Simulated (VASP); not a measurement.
# Cu (P6_3/mmc) in VASP: notebook

Cu is run at these levels: LDA; tasks: single point.

All numbers are computed with VASP 6.6.1; they aren't measurements. Logs are shortened: lines on timing, memory, paths and dates and some standing lists are left out, and cuts for length are marked.

## (1) The cell of the first run

The structure is hexagonal, space group P6_3/mmc (No. 194). The conventional cell has a = 2.480 Å, b = 2.480 Å, c = 4.089 Å, α = 90.00°, β = 90.00°, γ = 120.00°. Cu (site symmetry -6m2) has 12 Cu at 2.48 to 2.50 Å within 3.3 Å.

## (2) Single point, LDA

Input file INCAR:

```
SYSTEM = Cu
PREC = Accurate
ENCUT = 520
EDIFF = 1E-7
ISMEAR = -1
SIGMA = 0.1
LREAL = .FALSE.
LASPH = .TRUE.
NELM = 100
ALGO = Normal
ISIF = 2
LWAVE = .FALSE.
LCHARG = .TRUE.
GGA = CA
LELF = .TRUE.
LVHAR = .TRUE.
NBANDS = 18
```

Input file KPOINTS:

```
Automatic mesh
0
G
  17 17 10
  0 0 0
```

Input file POSCAR:

```
Cu
1.0
    2.4804730629      0.0000000000      0.0000000000
   -1.2402365315      2.1481526859      0.0000000000
    0.0000000000      0.0000000000      4.0890492651
Cu
2
Direct
    0.3333333333      0.6666666667      0.2500000000
    0.6666666667      0.3333333333      0.7500000000
```

Potentials or basis: VASP PAW LDA potentials, release 64 (Cu).

The run is started by

```bash
> cat potpaw_LDA.64/Cu/POTCAR > POTCAR
> mpirun -np 1 vasp_std > vasp.out
```

OUTCAR:

```text
SYSTEM = Cu
   PREC = Accurate
   ENCUT = 520
   EDIFF = 1E-7
   ISMEAR = -1
   LREAL = .FALSE.
   LASPH = .TRUE.
   NELM = 100
   ISIF = 2
   GGA = CA

 ion  position               nearest neighbor table
   1  0.333  0.667  0.250-   2 2.50   2 2.50   2 2.50   2 2.50   2 2.50   2 2.50
   2  0.667  0.333  0.750-   1 2.50   1 2.50   1 2.50   1 2.50   1 2.50   1 2.50

  LATTYP: Found a hexagonal cell.
 ALAT       =     2.4804730629
 C/A-ratio  =     1.6484957351

  Lattice vectors:

 A1 = (   2.4804730629,   0.0000000000,   0.0000000000)
 A2 = (  -1.2402365315,   2.1481526859,   0.0000000000)
 A3 = (   0.0000000000,   0.0000000000,   4.0890492651)

Analysis of symmetry for initial positions (statically):
=====================================================================
 Subroutine PRICEL returns:
 Original cell was already a primitive cell.

 Routine SETGRP: Setting up the symmetry group for a
 hexagonal supercell.

 Subroutine GETGRP returns: Found 24 space group operations
 (whereof 12 operations were pure point group operations)
 out of a pool of 24 trial point group operations.

The static configuration has the point symmetry D_3d.
 The point group associated with its full space group is D_6h.

Analysis of symmetry for dynamics (positions and initial velocities):
=====================================================================
 Subroutine PRICEL returns:
 Original cell was already a primitive cell.

 Routine SETGRP: Setting up the symmetry group for a
 hexagonal supercell.

 Subroutine GETGRP returns: Found 24 space group operations
 (whereof 12 operations were pure point group operations)
 out of a pool of 24 trial point group operations.

The dynamic configuration has the point symmetry D_3d.
 The point group associated with its full space group is D_6h.

 Subroutine INISYM returns: Found 24 space group operations
 (whereof 12 operations are pure point group operations),
 and found     1 'primitive' translations

----------------------------------------------------------------------------------------

                                     Primitive cell

  volume of cell :      21.7882

  direct lattice vectors                    reciprocal lattice vectors
     2.480473063  0.000000000  0.000000000     0.403148905  0.232758129  0.000000000
[... 75 lines left out ...]
   NGXF,Y,Z  is equivalent  to a cutoff of  24.13, 24.13, 24.39 a.u.
 SYSTEM =  Cu
   PREC   = accura    normal or accurate (medium, high low for compatibility)
   ISTART =      0    job   : 0-new  1-cont  2-samecut
   ICHARG =      2    charge: 1-file 2-atom 10-const
   ISPIN  =      1    spin polarized calculation?
   LNONCOLLINEAR =      F non collinear calculations
   LSORBIT =      F    spin-orbit coupling
   LASPH  =      T    aspherical Exc in radial PAW
   ENCUT  =  520.0 eV  38.22 Ry    6.18 a.u.   4.61  4.61  7.60*2*pi/ulx,y,z
   NELM   =    100;   NELMIN=  2; NELMDL= -5     # of ELM steps
   EDIFF  = 0.1E-06   stopping-criterion for ELM
   LREAL  =      F    real-space projection
   EDIFFG = 0.1E-05   stopping-criterion for IOM
   NSW    =      0    number of steps for IOM
   IBRION =     -1    ionic relax: 0-MD 1-quasi-New 2-CG
   NFREE  =      0    steps in history (QN), initial steepest desc. (CG)
   ISIF   =      2    stress and relaxation
   ISYM   =      2    0-nonsym 1-usesym 2-fastsym
   POTIM  = 0.5000    time-step for ionic-motion
   TEBEG  =    0.0;   TEEND  =   0.0 temperature during run
   PSTRESS=    0.0 pullay stress
   NELECT =      22.0000    total number of electrons
   NUPDOWN=      -1.0000    fix difference up-down
   EMIN   =  10.00;   EMAX   =-10.00  energy-range for DOS
   EFERMI =   0.00;   METHOD = LEGACY
   ISMEAR =    -1;   SIGMA  =   0.10  broadening in eV -4-tet -1-fermi 0-gaus
   EFERMI_NEDOS =   21; number of points for ismear=-14 and -15
   IALGO  =     38    algorithm
   IMIX   =      4    mixing-type and parameters
     AMIX     =   0.40;   BMIX     =  1.00
     AMIX_MAG =   1.60;   BMIX_MAG =  1.00
  volume/ion in A,a.u.               =      10.89        73.52
  Fermi-wavevector in a.u.,A,eV,Ry     =   1.642385  3.103658 36.700757  2.697430
  Thomas-Fermi vector in A             =   2.732697
   LORBIT       =      0    0 simple, 1 ext, 2 COOP (PROOUT), +10 PAW based schemes
   GGA     = CA    functional components
   LHFCALC =     F    Hartree Fock is set to
   AEXX    =    0.0000 exact exchange contribution
   IVDW    =     0    specifies the selected vdW correction
   LEPSILON=     F    determine dielectric tensor
   LRPA    =     F    only Hartree local field effects (RPA)
 non-spin polarized calculation
  energy-cutoff  :      520.00
  volume of cell :       21.79
 maximum number of plane-waves:       602
   NGX =  9   NGY =  9   NGZ = 15

 number of electron      21.9999947 magnetization

 Free energy of the ion-electron system (eV)
  ---------------------------------------------------
  ext. energy  EPLUGINS =         0.00000000
  ---------------------------------------------------
  free energy    TOTEN  =        -9.40964845 eV

  energy without entropy =       -9.39242212  energy(sigma->0) =       -9.40103528

 E-fermi :   8.4441     XC(G=0): -13.5813

 val. band max:        8.4428606552   @ k =   0.4706   0.0588   0.2000
 cond. band min:       8.5120343410   @ k =   0.4706   0.0588   0.1000
 fundamental gap:      0.0691736858
 Fermi energy:         8.4440952503

 k-point     1 :       0.0000    0.0000    0.0000
  band No.  band energies     occupation
      1      -1.5853      2.00000
      2       2.7741      2.00000
      3       5.0169      2.00000
      4       5.1204      2.00000
      5       5.1204      2.00000
      6       5.3491      2.00000
[... 481 lines left out ...]
      5       5.0495      2.00000
      6       5.1059      2.00000
[... 10 lines left out ...]
     17      27.3666      0.00000
     18      28.1832      0.00000

 [... further k-points ...]
[... 5 lines left out ...]
  --------------------------------------------------------------------------------------
  -------------------------------------------------------------------------------------
  Total        0.1228473      0.1228473      0.1190372     -0.0000000      0.0000000      0.0000000
  in kB        9.0334645      9.0334645      8.7532866     -0.0000000      0.0000000      0.0000000
  external PRESSURE =       8.9400718 kB  Pullay stress =       0.0000000 kB

 VOLUME and BASIS-vectors are now :
 -----------------------------------------------------------------------------
  energy-cutoff  :      520.00
  volume of cell :       21.79
      direct lattice vectors                 reciprocal lattice vectors
     2.480473063  0.000000000  0.000000000     0.403148905  0.232758129  0.000000000
    -1.240236531  2.148152686  0.000000000     0.000000000  0.465516258  0.000000000
     0.000000000  0.000000000  4.089049265     0.000000000  0.000000000  0.244555625

 POSITION                                       TOTAL-FORCE (eV/Angst)
 -----------------------------------------------------------------------------------
     -0.00000      1.43210      1.02226         0.000000      0.000000      0.000000
      1.24024      0.71605      3.06679        -0.000000     -0.000000      0.000000
 -----------------------------------------------------------------------------------
    total drift:                               -0.000000      0.000000     -0.000000

  FREE ENERGIE OF THE ION-ELECTRON SYSTEM (eV)
  ---------------------------------------------------
  free  energy   TOTEN  =        -9.4096484467 eV

  energy  without entropy=       -9.3924221213  energy(sigma->0) =       -9.40103528
```

stdout:

```text
POSCAR found type information on POSCAR Cu
 POSCAR found :  1 types and       2 ions
 scaLAPACK will be used
 LDA part: xc-table for (Slater(with rela. corr.)+CA(PZ))
 , standard interpolation
 POSCAR, INCAR and KPOINTS ok, starting setup
 FFT: planning ... GRIDC
 FFT: planning ... GRID_SOFT
 FFT: planning ... GRID
 WAVECAR not read
 entering main loop
```

Run time: 41 s. Hardware: 1 thread of Intel Xeon 6975P-C, shared host; peak memory 0.17 GiB.

What came out:

* Free energy: -9.4096 eV
* Pressure: 0.9 GPa
* Band gap on the k mesh: zero (band 11 reaches 12.34 eV, above the bottom of band 12 at 6.29 eV)

## (3) Single point, LDA

Input file INCAR:

```
ALGO = Normal
EDIFF = 1E-6
ENCUT = 520
GGA = CA
ISIF = 2
ISMEAR = -1
LASPH = T
LCHARG = F
LREAL = F
LWAVE = F
NBANDS = 18
NELM = 60
PREC = Accurate
SIGMA = 0.1
```

Input file KPOINTS:

```
k-points
0
Gamma
  17 17 10
```

POSCAR is that of step 2.

Potentials or basis: VASP PAW LDA potentials, release 64 (Cu).

The run is started by

```bash
> cat potpaw_LDA.64/Cu/POTCAR > POTCAR
> mpirun -np 1 vasp_std > vasp.out
```

Run time: 34 s. Hardware: 1 thread of Intel Xeon 6975P-C, shared host; peak memory 0.17 GiB.

It converged, with:

```
Free energy            : -9.4096 eV
Pressure               : 1.1 GPa
Band gap on the k mesh : zero (band 11 reaches 12.34 eV, above the bottom of band 12 at 6.29 eV)
```

Levels at points of the mesh, in eV from the Fermi level:
| k point | band 8 | band 9 | band 10 | band 11 | band 12 | band 13 | band 14 | band 15 |
| --- | --- | --- | --- | --- | --- | --- | --- | --- |
| (0.00, 0.00, 0.00) | -2.73 | -2.73 | -1.90 | -1.90 | -1.36 | 3.96 | 22.19 | 23.04 |
| (0.00, 0.00, 0.50) | -3.36 | -2.16 | -2.16 | -2.16 | -2.16 | 12.83 | 12.83 | 22.88 |
